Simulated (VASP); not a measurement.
**CoO: single point with PBEsol**

CoO:

```
Co O
1.0
     2.55158    0.00000    0.00000
     0.00000    2.55158    0.00000
     0.00000    0.00000    5.13715
Co O
2 2
Direct
  0.00000 0.00000 0.00000
  0.00000 0.00000 0.50000
  0.50000 0.50000 0.25000
  0.50000 0.50000 0.75000
```

| Property | Result |
| --- | --- |
| Program | VASP 6.6.1 |
| Task | single point |
| Functional | PBEsol |
| Potentials or basis | VASP PAW PBE potentials, release 64 (Co, O) |
| Cutoff | 520 eV |
| k mesh | 16 × 16 × 8 |
| Occupations | gaussian, width 0.1 eV |
| Spin | collinear spin, antiferromagnetic start |
| Starting moments | [3.0, -3.0, 0.0, 0.0] μB |

```json
{
  "Pressure": "-0.6 GPa",
  "Band gap on the k mesh": "zero (filled and empty bands overlap)",
  "Net moment": "0.00 μB per cell",
  "Site moments": "Co +2.19, -2.19; O +0.00 μB",
  "Valence electrons inside the program's atomic spheres": "Co 7.96; O 4.92"
}
```

Levels at points of the mesh, in eV from the Fermi level:
Spin up:
| k point | band 12 | band 13 | band 14 | band 15 | band 16 | band 17 | band 18 | band 19 |
| --- | --- | --- | --- | --- | --- | --- | --- | --- |
| (0.00, 0.00, 0.00) | -2.65 | -1.55 | -1.55 | -0.53 | 0.19 | 0.99 | 0.99 | 1.04 |
| (0.50, 0.00, 0.00) | -2.17 | -2.16 | -1.26 | -0.10 | 0.17 | 0.77 | 0.79 | 6.17 |
| (0.50, 0.50, 0.00) | -2.29 | -1.46 | -0.26 | 0.38 | 1.02 | 1.10 | 1.10 | 6.35 |
| (0.00, 0.00, 0.50) | -2.63 | -1.34 | -1.15 | -1.15 | 0.19 | 0.77 | 0.77 | 3.47 |
| (0.50, 0.00, 0.50) | -2.20 | -1.54 | -1.06 | -0.18 | -0.06 | 0.08 | 0.55 | 7.06 |
| (0.50, 0.50, 0.50) | -1.46 | -1.31 | -0.84 | 0.26 | 0.26 | 0.38 | 1.01 | 6.22 |
Spin down:
```tsv
k point	band 12	band 13	band 14	band 15	band 16	band 17	band 18	band 19
(0.00, 0.00, 0.00)	-2.65	-1.55	-1.55	-0.53	0.19	0.99	0.99	1.04
(0.50, 0.00, 0.00)	-2.17	-2.16	-1.26	-0.10	0.17	0.77	0.79	6.17
(0.50, 0.50, 0.00)	-2.29	-1.46	-0.26	0.38	1.02	1.10	1.10	6.35
(0.00, 0.00, 0.50)	-2.63	-1.34	-1.15	-1.15	0.19	0.77	0.77	3.47
(0.50, 0.00, 0.50)	-2.20	-1.54	-1.06	-0.18	-0.06	0.08	0.55	7.06
(0.50, 0.50, 0.50)	-1.46	-1.31	-0.84	0.26	0.26	0.38	1.01	6.22
```

It took 4 min on 1 thread of Intel(R) Xeon(R) Platinum 8488C (Sapphire Rapids), with other jobs on the host, peak memory 0.38 GiB.

Caveat: the PAW data sets were made with another functional, which shifts forces and pressure a little; semilocal functionals often make such compounds metallic where correlation or magnetic order opens a gap, which also shifts bond lengths. With open d or f shells a metallic result of PBEsol can be an artefact of self-interaction; +U or a hybrid may open a gap.
